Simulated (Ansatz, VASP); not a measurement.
## One calculation of ZnSnP2, two programs

```
CELL_PARAMETERS angstrom
-2.81491 2.81491 5.64899
2.81491 -2.81491 5.64899
2.81491 2.81491 -5.64899
ATOMIC_POSITIONS crystal
Zn 0.75000 0.25000 0.50000
Zn 0.00000 0.00000 0.00000
Sn 0.25000 0.75000 0.50000
Sn 0.50000 0.50000 0.00000
P 0.37500 0.35125 0.47625
P 0.64875 0.12500 0.02375
P 0.10125 0.62500 0.97625
P 0.87500 0.89875 0.52375
```

Alike in both runs: functional PBE; dispersion D3(BJ); k mesh 8 × 8 × 8; occupations gaussian, width 0.02 eV; no spin polarisation.

Ansatz relaxed the structure, and its values are those at the end. VASP's run is a single point on that final structure, the one shown.

|  | VASP | Ansatz |
| --- | --- | --- |
| version | VASP 6.6.1 | Ansatz 0.2.0 |
| potentials or method | VASP PAW PBE potentials, release 64 (Zn, Sn_d, P), cutoff 500 eV | scalar-relativistic, plane waves, PAW |
| valence electrons in the cell | 72 | 72 |

Ansatz gave:

```
gap on the k mesh at the Fermi level (eV) : 0.86
least direct gap on the mesh (eV)         : 0.86
pressure (GPa)                            : 0.0
rms of the force components (eV/Å)        : 0.000
```

Estimate VASP's values.

gap on the k mesh at the Fermi level (eV): 0.87; least direct gap on the mesh (eV): 0.87; pressure (GPa): 0.0; rms of the force components (eV/Å): 0.011.
